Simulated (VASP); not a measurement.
# AlCo (Pm-3m) in VASP: further runs, part 2 of 2

VASP 6.6.1. The steps go on from the part before.

**3. Single point, PBEsol, collinear spin, ferromagnetic start**

This run uses another cell than the first one, of 11.21 Å³/atom, 0.962 times its volume.

INCAR reads:

```
SYSTEM = AlCo
PREC     = Accurate       ! precision mode
ENCUT    = 600            ! plane-wave cutoff, eV
EDIFF    = 1E-6           ! SCF threshold, eV
ISMEAR   = -1             ! smearing method
SIGMA    = 0.05           ! smearing width, eV
LREAL    = .FALSE.        ! projectors in reciprocal space
LASPH    = .TRUE.         ! aspherical terms in the spheres
NELM     = 200            ! most SCF steps
ALGO     = Normal         ! electronic algorithm
ISIF     = 2              ! what is computed and relaxed
LWAVE    = .FALSE.        ! write WAVECAR
LCHARG   = .FALSE.        ! write CHGCAR
ISPIN    = 2              ! spin polarisation
MAGMOM   = 4 0            ! initial moments
LORBIT   = 11             ! projections on sites
NUPDOWN  = 4.0            ! fixed moment
LMAXMIX  = 4              ! l up to which the mixer works
GGA      = PS             ! functional
NBANDS   = 21             ! bands
GGA_COMPAT= .FALSE.
```

KPOINTS reads:

```
Automatic mesh
0
G
  8 8 8
  0 0 0
```

POSCAR reads:

```
AlCo
1.0
    2.8194032100      0.0000000000      0.0000000000
    0.0000000000      2.8194032100      0.0000000000
    0.0000000000      0.0000000000      2.8194032100
Co Al
1 1
Direct
    0.5000000000      0.5000000000      0.5000000000
    0.0000000000      0.0000000000      0.0000000000
```

Potentials or basis: VASP PAW PBE potentials, release 64 (Co_sv, Al).

The run is started by

```bash
$ cat potpaw_PBE.64/Co_sv/POTCAR potpaw_PBE.64/Al/POTCAR > POTCAR
$ mpirun -np 1 vasp_std > vasp.out
```

OUTCAR:

```text
SYSTEM = AlCo
   PREC = Accurate
   ENCUT = 600
   EDIFF = 1E-6
   ISMEAR = -1
   LREAL = .FALSE.
   LASPH = .TRUE.
   NELM = 200
   ISIF = 2
   ISPIN = 2
   LORBIT = 11
   NUPDOWN = 4.0
   GGA = PS

 ion  position               nearest neighbor table
   1  0.500  0.500  0.500-   2 2.44   2 2.44   2 2.44   2 2.44   2 2.44   2 2.44   2 2.44   2 2.44

   2  0.000  0.000  0.000-   1 2.44   1 2.44   1 2.44   1 2.44   1 2.44   1 2.44   1 2.44   1 2.44

  LATTYP: Found a simple cubic cell.
 ALAT       =     2.8194032100

  Lattice vectors:

 A1 = (   2.8194032100,   0.0000000000,   0.0000000000)
 A2 = (   0.0000000000,   2.8194032100,   0.0000000000)
 A3 = (   0.0000000000,   0.0000000000,   2.8194032100)

Analysis of symmetry for initial positions (statically):
=====================================================================
 Subroutine PRICEL returns:
 Original cell was already a primitive cell.

 Routine SETGRP: Setting up the symmetry group for a
 simple cubic supercell.

 Subroutine GETGRP returns: Found 48 space group operations
 (whereof 48 operations were pure point group operations)
 out of a pool of 48 trial point group operations.

The static configuration has the point symmetry O_h .

Analysis of symmetry for dynamics (positions and initial velocities):
=====================================================================
 Subroutine PRICEL returns:
 Original cell was already a primitive cell.

 Routine SETGRP: Setting up the symmetry group for a
 simple cubic supercell.

 Subroutine GETGRP returns: Found 48 space group operations
 (whereof 48 operations were pure point group operations)
 out of a pool of 48 trial point group operations.

The dynamic configuration has the point symmetry O_h .

Analysis of structural, dynamic, and magnetic symmetry:
=====================================================================
 Subroutine PRICEL returns:
 Original cell was already a primitive cell.

 Routine SETGRP: Setting up the symmetry group for a
 simple cubic supercell.

 Subroutine GETGRP returns: Found 48 space group operations
 (whereof 48 operations were pure point group operations)
[... 141 lines left out ...]

 Free energy of the ion-electron system (eV)
  ---------------------------------------------------
  ext. energy  EPLUGINS =         0.00000000
  ---------------------------------------------------
  free energy    TOTEN  =        -7.24125728 eV

  energy without entropy =       -7.21890700  energy(sigma->0) =       -7.23008214

 E-fermi :  10.0007     XC(G=0): -12.8183

 val. band max:       16.1858450360   @ k =   0.2500   0.1250   0.0000
 cond. band min:      10.0065976965   @ k =   0.5000   0.3750   0.0000
 fundamental gap:     -6.1792473396
 Fermi energy:        16.2633464247

 spin component 1

 k-point     1 :       0.0000    0.0000    0.0000
  band No.  band energies     occupation
      1     -86.2459      1.00000
      2     -49.5822      1.00000
      3     -49.5822      1.00000
      4     -49.5822      1.00000
      5      -0.1032      1.00000
      6       6.2175      1.00000
[... 565 lines left out ...]
     20      33.1875      0.00000
     21      36.5570      0.00000

 [... further k-points ...]

 spin component 2

 k-point     1 :       0.0000    0.0000    0.0000
  band No.  band energies     occupation
      1     -83.1367      1.00000
      2     -46.5412      1.00000
      3     -46.5412      1.00000
      4     -46.5412      1.00000
      5       1.1476      1.00000
      6       8.5107      1.00000
[... 565 lines left out ...]
     20      34.3717      0.00000
     21      37.6741      0.00000

 [... further k-points ...]
[... 5 lines left out ...]
  --------------------------------------------------------------------------------------
  -------------------------------------------------------------------------------------
  Total        8.6162170      8.6162170      8.6162170      0.0000000      0.0000000     -0.0000000
  in kB      615.9644403    615.9644403    615.9644403      0.0000000      0.0000000     -0.0000000
  external PRESSURE =     615.9644403 kB  Pullay stress =       0.0000000 kB

 VOLUME and BASIS-vectors are now :
 -----------------------------------------------------------------------------
  energy-cutoff  :      600.00
  volume of cell :       22.41
      direct lattice vectors                 reciprocal lattice vectors
     2.819403210  0.000000000  0.000000000     0.354684990  0.000000000  0.000000000
     0.000000000  2.819403210  0.000000000     0.000000000  0.354684990  0.000000000
     0.000000000  0.000000000  2.819403210     0.000000000  0.000000000  0.354684990

 POSITION                                       TOTAL-FORCE (eV/Angst)
 -----------------------------------------------------------------------------------
      1.40970      1.40970      1.40970         0.000000      0.000000      0.000000
      0.00000      0.00000      0.00000         0.000000      0.000000      0.000000
 -----------------------------------------------------------------------------------
    total drift:                                0.000000      0.000000     -0.000000

  FREE ENERGIE OF THE ION-ELECTRON SYSTEM (eV)
  ---------------------------------------------------
  free  energy   TOTEN  =        -7.2412572843 eV

  energy  without entropy=       -7.2189070033  energy(sigma->0) =       -7.23008214

 total charge

# of ion       s       p       d       tot
------------------------------------------
    1        2.294   6.190   6.495  14.980
    2        0.455   0.477   0.000   0.932
--------------------------------------------------
tot          2.750   6.667   6.495  15.912

 magnetization (x)

# of ion       s       p       d       tot
------------------------------------------
    1        0.090   0.115   2.514   2.718
    2        0.096   0.149   0.000   0.245
--------------------------------------------------
tot          0.185   0.264   2.514   2.963
```

It took 23 s on 1 thread of Intel Xeon Platinum 8375C at 2.90GHz (Ice Lake), shared host; peak memory 0.16 GiB.

Results:

```
Free energy                                           : -7.2413 eV
Pressure                                              : 61.6 GPa
Net moment                                            : 4.00 μB per cell
Site moments                                          : Co +2.72; Al +0.24 μB
Valence electrons inside the program's atomic spheres : Co 14.98; Al 0.93
```

Caveat: the PAW data sets were made with another functional, which shifts forces and pressure a little; the total moment is fixed, so each spin has its own Fermi level.

**4. Single point, PBEsol, collinear spin, ferromagnetic start (volume scaled by 0.94)**

INCAR reads:

```
ALGO     = Normal         # electronic algorithm
EDIFF    = 1E-7           # SCF threshold, eV
ENCUT    = 520            # plane-wave cutoff, eV
GGA      = PS             # functional
ISIF     = 2              # what is computed and relaxed
ISMEAR   = -1             # smearing method
ISPIN    = 2              # spin polarisation
LASPH    = T              # aspherical terms in the spheres
LCHARG   = T              # write CHGCAR
LELF     = T              # ELF
LMAXMIX  = 4              # l up to which the mixer works
LORBIT   = 11             # projections on sites
LREAL    = F              # projectors in reciprocal space
LVHAR    = T            
LWAVE    = F              # write WAVECAR
MAGMOM   = 2 0            # initial moments
NBANDS   = 17             # bands
NELM     = 150            # most SCF steps
PREC     = Accurate       # precision mode
SIGMA    = 0.05           # smearing width, eV
```

KPOINTS reads:

```
k-points
0
Gamma
  9 9 9
```

POSCAR reads:

```
AlCo
1.0
    2.7618482194      0.0000000000      0.0000000000
    0.0000000000      2.7618482194      0.0000000000
    0.0000000000      0.0000000000      2.7618482194
Co Al
1 1
Direct
    0.5000000000      0.5000000000      0.5000000000
    0.0000000000      0.0000000000      0.0000000000
```

Potentials or basis: VASP PAW PBE potentials, release 64 (Co, Al).

The run is started by

```bash
$ cat potpaw_PBE.64/Co/POTCAR potpaw_PBE.64/Al/POTCAR > POTCAR
$ mpirun -np 1 vasp_std > vasp.out
```

OUTCAR:

```text
EDIFF = 1E-7
   ENCUT = 520
   GGA = PS
   ISIF = 2
   ISMEAR = -1
   ISPIN = 2
   LASPH = T
   LORBIT = 11
   LREAL = F
   NELM = 150
   PREC = Accurate

 ion  position               nearest neighbor table
   1  0.500  0.500  0.500-   2 2.39   2 2.39   2 2.39   2 2.39   2 2.39   2 2.39   2 2.39   2 2.39

   2  0.000  0.000  0.000-   1 2.39   1 2.39   1 2.39   1 2.39   1 2.39   1 2.39   1 2.39   1 2.39

  LATTYP: Found a simple cubic cell.
 ALAT       =     2.7618482194

  Lattice vectors:

 A1 = (   2.7618482194,   0.0000000000,   0.0000000000)
 A2 = (   0.0000000000,   2.7618482194,   0.0000000000)
[... 1176 lines left out ...]

 VOLUME and BASIS-vectors are now :
 -----------------------------------------------------------------------------
  energy-cutoff  :      520.00
  volume of cell :       21.07
      direct lattice vectors                 reciprocal lattice vectors
     2.761848219  0.000000000  0.000000000     0.362076378  0.000000000  0.000000000
     0.000000000  2.761848219  0.000000000     0.000000000  0.362076378  0.000000000
     0.000000000  0.000000000  2.761848219     0.000000000  0.000000000  0.362076378

 POSITION                                       TOTAL-FORCE (eV/Angst)
 -----------------------------------------------------------------------------------
      1.38092      1.38092      1.38092         0.000000      0.000000      0.000000
      0.00000      0.00000      0.00000         0.000000      0.000000      0.000000
 -----------------------------------------------------------------------------------
    total drift:                                0.000000     -0.000000     -0.000000

  FREE ENERGIE OF THE ION-ELECTRON SYSTEM (eV)
  ---------------------------------------------------
  free  energy   TOTEN  =       -13.0262252199 eV

  energy  without entropy=      -13.0226332797  energy(sigma->0) =      -13.02442925

 total charge

# of ion       s       p       d       tot
------------------------------------------
    1        0.474   0.591   7.587   8.651
    2        0.407   0.473   0.000   0.880
--------------------------------------------------
tot          0.881   1.064   7.587   9.532

 magnetization (x)

# of ion       s       p       d       tot
------------------------------------------
    1        0.000   0.000  -0.000  -0.000
    2       -0.000   0.000   0.000   0.000
--------------------------------------------------
tot          0.000   0.000  -0.000  -0.000
```

It took 13 s on 1 thread of Intel Xeon Platinum 8559C (Emerald Rapids), shared host; peak memory 0.15 GiB.

Results:

```
Free energy                                           : -13.0262 eV
Pressure                                              : 14.6 GPa
Band gap on the k mesh                                : zero (filled and empty bands overlap)
Net moment                                            : 0.00 μB per cell
Valence electrons inside the program's atomic spheres : Co 8.65; Al 0.88
```

Levels at points of the mesh, in eV from the Fermi level:
Spin up:
| k point | band 4 | band 5 | band 6 | band 7 | band 8 | band 9 |
| --- | --- | --- | --- | --- | --- | --- |
| (0.00, 0.00, 0.00) | -0.93 | -0.93 | -0.93 | 6.46 | 6.46 | 6.46 |
Spin down:
| k point | band 3 | band 4 | band 5 | band 6 | band 7 | band 8 | band 9 | band 10 |
| --- | --- | --- | --- | --- | --- | --- | --- | --- |
| (0.00, 0.00, 0.00) | -3.43 | -0.93 | -0.93 | -0.93 | 6.46 | 6.46 | 6.46 | 9.16 |

Caveat: the cell differs from its parent crystal (volume scaled by 0.94); the starting moments collapsed, and a magnetic state may lie lower; the PAW data sets were made with another functional, which shifts forces and pressure a little.

**5. Single point, PBEsol, collinear spin, ferromagnetic start**

This run uses another cell than the first one, of 11.21 Å³/atom, 0.962 times its volume.

INCAR reads:

```
ALGO     = Fast           # electronic algorithm
EDIFF    = 1E-7           # SCF threshold, eV
ENCUT    = 520            # plane-wave cutoff, eV
GGA      = PS             # functional
ISIF     = 2              # what is computed and relaxed
ISMEAR   = -1             # smearing method
ISPIN    = 2              # spin polarisation
LASPH    = True           # aspherical terms in the spheres
LCHARG   = False          # write CHGCAR
LMAXMIX  = 4              # l up to which the mixer works
LORBIT   = 11             # projections on sites
LREAL    = False          # projectors in reciprocal space
LWAVE    = False          # write WAVECAR
MAGMOM   = 2 0            # initial moments
NBANDS   = 17             # bands
NELM     = 150            # most SCF steps
PREC     = Accurate       # precision mode
SIGMA    = 0.05           # smearing width, eV
```

KPOINTS is that of step 4.

POSCAR reads:

```
AlCo
1.0
    2.8194032100      0.0000000000      0.0000000000
    0.0000000000      2.8194032100      0.0000000000
    0.0000000000      0.0000000000      2.8194032100
Co Al
1 1
Direct
    0.5000000000      0.5000000000      0.5000000000
    0.0000000000      0.0000000000      0.0000000000
```

The run is started by

```bash
$ cat potpaw_PBE.64/Co/POTCAR potpaw_PBE.64/Al/POTCAR > POTCAR
$ mpirun -np 1 vasp_std > vasp.out
```

Run time: 18 s. Hardware: 1 thread of Intel Xeon Platinum 8559C (Emerald Rapids), shared host; peak memory 0.16 GiB.

The run converged. Its results:

```yaml
Free_energy: -13.0877 eV
Pressure: 0.8 GPa
Band_gap_on_the_k_mesh: zero (filled and empty bands overlap)
Net_moment: 0.00 μB per cell
Valence_electrons_inside_the_program's_atomic_spheres: Co 8.52; Al 0.84
```

Levels at points of the mesh, in eV from the Fermi level:
Spin up:
```tsv
k point	band 2	band 3	band 4	band 5	band 6	band 7	band 8	band 9	band 10	band 11
(0.00, 0.00, 0.00)	-3.11	-3.11	-0.84	-0.84	-0.84	6.14	6.14	6.14	8.90	8.90
```
Spin down:
```csv
k point,band 4,band 5,band 6,band 7,band 8,band 9
"(0.00, 0.00, 0.00)",-0.84,-0.84,-0.84,6.14,6.14,6.14
```

Caveat: the starting moments collapsed, and a magnetic state may lie lower; the PAW data sets were made with another functional, which shifts forces and pressure a little.

**6. Single point, PBEsol, collinear spin, ferromagnetic start (volume scaled by 1.04)**

INCAR reads:

```
  PREC = Accurate
  ENCUT = 520
  EDIFF = 1E-6
  ISMEAR = -1
  SIGMA = 0.05
  LREAL = F
  LASPH = T
  NELM = 150
  ALGO = Normal
  ISIF = 2
  LWAVE = F
  LCHARG = F
  ISPIN = 2
  MAGMOM = 2 0
  LORBIT = 11
  LMAXMIX = 4
  GGA = PS
  NBANDS = 17
```

KPOINTS reads:

```
Automatic mesh
0
Gamma
  9 9 9
```

POSCAR reads:

```
AlCo
1.0
    2.8565048754      0.0000000000      0.0000000000
    0.0000000000      2.8565048754      0.0000000000
    0.0000000000      0.0000000000      2.8565048754
Co Al
1 1
Direct
    0.5000000000      0.5000000000      0.5000000000
    0.0000000000      0.0000000000      0.0000000000
```

Potentials or basis: VASP PAW PBE potentials, release 64 (Co, Al).

The run is started by

```bash
$ cat potpaw_PBE.64/Co/POTCAR potpaw_PBE.64/Al/POTCAR > POTCAR
$ mpirun -np 1 vasp_std > vasp.out
```

Wall time 13 s (1 thread of Intel Xeon Platinum 8559C (Emerald Rapids), shared host); peak memory 0.15 GiB.

Results (log left out):

```yaml
Free_energy: -13.0712 eV
Pressure: -6.3 GPa
Band_gap_on_the_k_mesh: zero (filled and empty bands overlap)
Net_moment: 0.00 μB per cell
Valence_electrons_inside_the_program's_atomic_spheres: Co 8.44; Al 0.82
```

Levels at points of the mesh, in eV from the Fermi level:
Spin up:
```
           k point  band 2  band 3  band 4  band 5  band 6  band 7  band 8  band 9  band 10  band 11
(0.00, 0.00, 0.00)   -2.93   -2.93   -0.79   -0.79   -0.79    5.95    5.95    5.95     8.75     8.75
```
Spin down:
```tsv
k point	band 4	band 5	band 6	band 7	band 8	band 9
(0.00, 0.00, 0.00)	-0.79	-0.79	-0.79	5.95	5.95	5.95
```

Caveat: the cell differs from its parent crystal (volume scaled by 1.04); the starting moments collapsed, and a magnetic state may lie lower; the PAW data sets were made with another functional, which shifts forces and pressure a little.
